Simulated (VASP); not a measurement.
A run of VASP 6.6.1 is set up as follows.

Contents of INCAR:

```
PREC = Accurate ; ENCUT = 520
EDIFF = 1E-6 ; ISMEAR = -1
SIGMA = 0.1 ; LREAL = False
LASPH = True ; NELM = 100
ALGO = Normal ; ISIF = 2
LWAVE = False ; LCHARG = False
GGA = PE ; NBANDS = 14
```

The input KPOINTS:

```
regular mesh
0
Gamma
  13 13 7
```

The input POSCAR:

```
Re
1.0
    2.7768706464      0.0000000000      0.0000000000
   -1.3884353232      2.4048405228      0.0000000000
    0.0000000000      0.0000000000      4.4788142384
Re
2
Direct
    0.3333333333      0.6666666667      0.2500000000
    0.6666666667      0.3333333333      0.7500000000
```

Potentials or basis: VASP PAW PBE potentials, release 64 (Re).

Launch:

```bash
$ cat potpaw_PBE.64/Re/POTCAR > POTCAR
$ mpirun -np 1 vasp_std > vasp.out
```

Problem. What does it give for the pressure?

Solution. -0.5 GPa.

Problem. Estimate the band gap on the k mesh.

Solution. Zero (band 7 reaches 8.84 eV, above the bottom of band 8 at 6.14 eV).

Stress tensor (GPa, compression positive):
```
-0.49  0.00  0.00
 0.00 -0.49  0.00
 0.00  0.00 -0.65
```

Caveat: spin-orbit coupling is left out, which moves the levels of the heavy elements.
